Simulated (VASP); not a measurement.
# P in VASP: notebook

P is run at these levels: r2SCAN, PBE; tasks: single point.

Program: VASP 6.6.1. These are calculated values, not measurements. Logs are shortened: lines on timing, memory, paths and dates and some standing lists are left out, and cuts for length are marked.

**1. The cell of the first run**

The structure is trigonal, space group R-3m (No. 166). Conventional cell: a = 3.451 Å, b = 3.451 Å, c = 9.389 Å, α = 90.00°, β = 90.00°, γ = 120.00°. P (site symmetry 3m) has 6 P at 2.29 to 2.82 Å within 3.0 Å.

**2. Single point, r2SCAN**

The input, POSCAR:

```
P
1.0
    1.7257251780      0.9963478961      3.1296800121
   -1.7257251780      0.9963478961      3.1296800121
    0.0000000000     -1.9926957921      3.1296800121
P
2
Direct
    0.7729197500      0.7729197500      0.7729197500
    0.2270802500      0.2270802500      0.2270802500
```

The input, INCAR.step1:

```
SYSTEM = P
ALGO     = Normal         ! electronic algorithm
EDIFF    = 1E-4           ! SCF threshold, eV
ENCUT    = 520            ! plane-wave cutoff, eV
GGA      = PE             ! functional
ISMEAR   = 1              ! smearing method
LASPH    = .True.         ! aspherical terms in the spheres
LCHARG   = .False.        ! write CHGCAR
LREAL    = .False.        ! projectors in reciprocal space
LWAVE    = .True.         ! write WAVECAR
NBANDS   = 12             ! bands
NELM     = 80             ! most SCF steps
PREC     = Accurate       ! precision mode
SIGMA    = 0.1            ! smearing width, eV
```

The input, INCAR.step2:

```
SYSTEM = P
ALGO     = Normal         ! electronic algorithm
EDIFF    = 1E-6           ! SCF threshold, eV
ENCUT    = 520            ! plane-wave cutoff, eV
ISIF     = 2              ! what is computed and relaxed
ISMEAR   = 1              ! smearing method
ISTART   = 1            
LASPH    = .True.         ! aspherical terms in the spheres
LCHARG   = .False.        ! write CHGCAR
LMIXTAU  = .True.       
LREAL    = .False.        ! projectors in reciprocal space
LWAVE    = .False.        ! write WAVECAR
METAGGA  = R2SCAN         ! meta-GGA
NBANDS   = 12             ! bands
NELM     = 80             ! most SCF steps
PREC     = Accurate       ! precision mode
SIGMA    = 0.1            ! smearing width, eV
```

The input, KPOINTS:

```
k-points
0
Gamma
  8 8 8
  0 0 0
```

Potentials or basis: VASP PAW PBE potentials, release 64 (P).

Command:

```console
cat potpaw_PBE.64/P/POTCAR > POTCAR
cp INCAR.step1 INCAR
mpirun -np 1 vasp_std > vasp.out
cp INCAR.step2 INCAR
mpirun -np 1 vasp_std > vasp.out
```

OUTCAR:

```text
SYSTEM = P
   EDIFF = 1E-6
   ENCUT = 520
   ISIF = 2
   ISMEAR = 1
   ISTART = 1
   LASPH = .True.
   LREAL = .False.
   METAGGA = R2SCAN
   NELM = 80
   PREC = Accurate

 ion  position               nearest neighbor table
   1  0.773  0.773  0.773-   2 2.29   2 2.29   2 2.29   2 2.82   2 2.82   2 2.82
   2  0.227  0.227  0.227-   1 2.29   1 2.29   1 2.29   1 2.82   1 2.82   1 2.82

  LATTYP: Found a trigonal (rhomboedric) cell.
 ALAT       =     3.7102201415
 COS(alpha) =     0.5673129383

  Lattice vectors:

 A1 = (   1.7257251780,   0.9963478961,   3.1296800121)
 A2 = (  -1.7257251780,   0.9963478961,   3.1296800121)
 A3 = (   0.0000000000,  -1.9926957921,   3.1296800121)

Analysis of symmetry for initial positions (statically):
=====================================================================
 Subroutine PRICEL returns:
 Original cell was already a primitive cell.

 Routine SETGRP: Setting up the symmetry group for a
 trigonal (rhombohedral) supercell.

 Subroutine GETGRP returns: Found 12 space group operations
 (whereof 12 operations were pure point group operations)
 out of a pool of 12 trial point group operations.

The static configuration has the point symmetry D_3d.

Analysis of symmetry for dynamics (positions and initial velocities):
=====================================================================
 Subroutine PRICEL returns:
 Original cell was already a primitive cell.

 Routine SETGRP: Setting up the symmetry group for a
 trigonal (rhombohedral) supercell.

 Subroutine GETGRP returns: Found 12 space group operations
 (whereof 12 operations were pure point group operations)
 out of a pool of 12 trial point group operations.

The dynamic configuration has the point symmetry D_3d.

 Subroutine INISYM returns: Found 12 space group operations
 (whereof 12 operations are pure point group operations),
 and found     1 'primitive' translations

----------------------------------------------------------------------------------------

                                     Primitive cell

  volume of cell :      32.2875

  direct lattice vectors                    reciprocal lattice vectors
     1.725725178  0.996347896  3.129680012     0.289733271  0.167277582  0.106507161
    -1.725725178  0.996347896  3.129680012    -0.289733271  0.167277582  0.106507161
     0.000000000 -1.992695792  3.129680012     0.000000000 -0.334555164  0.106507161

  length of vectors
[... 86 lines left out ...]
   IBRION =     -1    ionic relax: 0-MD 1-quasi-New 2-CG
   NFREE  =      0    steps in history (QN), initial steepest desc. (CG)
   ISIF   =      2    stress and relaxation
   ISYM   =      2    0-nonsym 1-usesym 2-fastsym
   POTIM  = 0.5000    time-step for ionic-motion
   TEBEG  =    0.0;   TEEND  =   0.0 temperature during run
   PSTRESS=    0.0 pullay stress
   NELECT =      10.0000    total number of electrons
   NUPDOWN=      -1.0000    fix difference up-down
   EMIN   =  10.00;   EMAX   =-10.00  energy-range for DOS
   EFERMI =   0.00;   METHOD = LEGACY
   ISMEAR =     1;   SIGMA  =   0.10  broadening in eV -4-tet -1-fermi 0-gaus
   EFERMI_NEDOS =   21; number of points for ismear=-14 and -15
   IALGO  =     38    algorithm
   IMIX   =      4    mixing-type and parameters
     AMIX     =   0.40;   BMIX     =  1.00
     AMIX_MAG =   1.60;   BMIX_MAG =  1.00
  volume/ion in A,a.u.               =      16.14       108.94
  Fermi-wavevector in a.u.,A,eV,Ry     =   1.107636  2.093128 16.692396  1.226857
  Thomas-Fermi vector in A             =   2.244152
   LORBIT       =      0    0 simple, 1 ext, 2 COOP (PROOUT), +10 PAW based schemes
   METAGGA = R2SCAN    functional components
   LHFCALC =     F    Hartree Fock is set to
   AEXX    =    0.0000 exact exchange contribution
   IVDW    =     0    specifies the selected vdW correction
   LEPSILON=     F    determine dielectric tensor
   LRPA    =     F    only Hartree local field effects (RPA)
 non-spin polarized calculation
 Methfessel and Paxton  Order N= 1 SIGMA  =   0.10
  energy-cutoff  :      520.00
  volume of cell :       32.29
 maximum number of plane-waves:       889
   NGX = 13   NGY = 13   NGZ = 13

 number of electron      10.0000000 magnetization

 Free energy of the ion-electron system (eV)
  ---------------------------------------------------
  ext. energy  EPLUGINS =         0.00000000
  ---------------------------------------------------
  free energy    TOTEN  =       -17.77687413 eV

  energy without entropy =      -17.77690011  energy(sigma->0) =      -17.77688279

 E-fermi :   9.2069     XC(G=0): -11.2915

 val. band max:        9.2024093828   @ k =   0.3750   0.3750   0.3750
 cond. band min:       9.2532797835   @ k =  -0.3750   0.1250   0.0000
 fundamental gap:      0.0508704008
 Fermi energy:         9.2068529987

 k-point     1 :       0.0000    0.0000    0.0000
  band No.  band energies     occupation
      1      -8.3958      2.00000
      2       5.3588      2.00000
      3       5.5820      2.00000
      4       5.8249      2.00000
      5       5.8249      2.00000
      6      10.5107     -0.00000
      7      11.8056      0.00000
      8      11.8056      0.00000
      9      15.1662      0.00000
     10      15.1662      0.00000
     11      16.5144      0.00000
     12      16.5158      0.00000
[... 331 lines left out ...]
 k-point    24 :       0.3750    0.1250    0.1250
  band No.  band energies     occupation
      1      -6.9072      2.00000
      2      -0.0357      2.00000
      3       3.3103      2.00000
      4       5.4808      2.00000
      5       9.0639      2.06126
      6       9.7104     -0.00000
      7       9.9043     -0.00000
      8      13.0175      0.00000
      9      14.8931      0.00000
     10      15.8033      0.00000
     11      17.6574      0.00000
     12      21.5005      0.00000

 [... further k-points ...]
[... 5 lines left out ...]
  --------------------------------------------------------------------------------------
  -------------------------------------------------------------------------------------
  Total        0.0940432      0.0940432      0.0510187     -0.0000000      0.0000000      0.0000000
  in kB        4.6666378      4.6666378      2.5316632     -0.0000000      0.0000000      0.0000000
  external PRESSURE =       3.9549796 kB  Pullay stress =       0.0000000 kB

 VOLUME and BASIS-vectors are now :
 -----------------------------------------------------------------------------
  energy-cutoff  :      520.00
  volume of cell :       32.29
      direct lattice vectors                 reciprocal lattice vectors
     1.725725178  0.996347896  3.129680012     0.289733271  0.167277582  0.106507161
    -1.725725178  0.996347896  3.129680012    -0.289733271  0.167277582  0.106507161
     0.000000000 -1.992695792  3.129680012     0.000000000 -0.334555164  0.106507161

 POSITION                                       TOTAL-FORCE (eV/Angst)
 -----------------------------------------------------------------------------------
      0.00000      0.00000      7.25697         0.000000      0.000000      0.080309
      0.00000      0.00000      2.13207         0.000000     -0.000000     -0.080309
 -----------------------------------------------------------------------------------
    total drift:                                0.000000     -0.000000     -0.000000

  FREE ENERGIE OF THE ION-ELECTRON SYSTEM (eV)
  ---------------------------------------------------
  free  energy   TOTEN  =       -17.7768741292 eV

  energy  without entropy=      -17.7769001054  energy(sigma->0) =      -17.77688279
```

OUTCAR.step1:

```text
SYSTEM = P
   EDIFF = 1E-4
   ENCUT = 520
   GGA = PE
   ISMEAR = 1
   LASPH = .True.
[... 581 lines left out ...]
 -----------------------------------------------------------------------------------
      0.00000      0.00000      7.25697         0.000000     -0.000000     -0.128263
      0.00000      0.00000      2.13207         0.000000      0.000000      0.128263
 -----------------------------------------------------------------------------------
    total drift:                                0.000000     -0.000000     -0.000000

  FREE ENERGIE OF THE ION-ELECTRON SYSTEM (eV)
  ---------------------------------------------------
  free  energy   TOTEN  =       -10.6511635608 eV

  energy  without entropy=      -10.6510444112  energy(sigma->0) =      -10.65112384
```

OSZICAR.step1:

```text
N       E                     dE             d eps       ncg     rms          rms(c)
DAV:   1     0.221910714573E+02    0.22191E+02   -0.45356E+03  1560   0.720E+02
DAV:   2    -0.948926911715E+01   -0.31680E+02   -0.30293E+02  2072   0.118E+02
DAV:   3    -0.106727986928E+02   -0.11835E+01   -0.11685E+01  2048   0.210E+01
DAV:   4    -0.106816166268E+02   -0.88179E-02   -0.88073E-02  1840   0.204E+00
DAV:   5    -0.106816833866E+02   -0.66760E-04   -0.66757E-04  2032   0.182E-01    0.701E+00
DAV:   6    -0.106610153109E+02    0.20668E-01   -0.79359E-03  1848   0.515E-01    0.417E+00
DAV:   7    -0.106509957632E+02    0.10020E-01   -0.15612E-02  1812   0.784E-01    0.999E-02
DAV:   8    -0.106511340094E+02   -0.13825E-03   -0.12770E-03  1888   0.234E-01    0.508E-02
DAV:   9    -0.106511635608E+02   -0.29551E-04   -0.66027E-05  1120   0.559E-02
   1 F= -.10651164E+02 E0= -.10651124E+02  d E =-.119150E-03
```

Run time: 46 s. Hardware: 1 thread of Intel Xeon 6975P-C (Granite Rapids), shared host; peak memory 0.16 GiB.

What came out:

```yaml
Free_energy: -17.7769 eV
Pressure: 0.4 GPa
Largest_force: 0.080 eV/Å
Band_gap_on_the_k_mesh: zero (band 5 reaches 9.31 eV, above the bottom of band 6 at 8.85 eV)
```

Forces on the atoms (eV/Å):
```
P    0.000  0.000  0.080
P    0.000  0.000 -0.080
```

Caveat: the PAW data sets were made with another functional, which shifts forces and pressure a little.

[end of part 1 of 2]
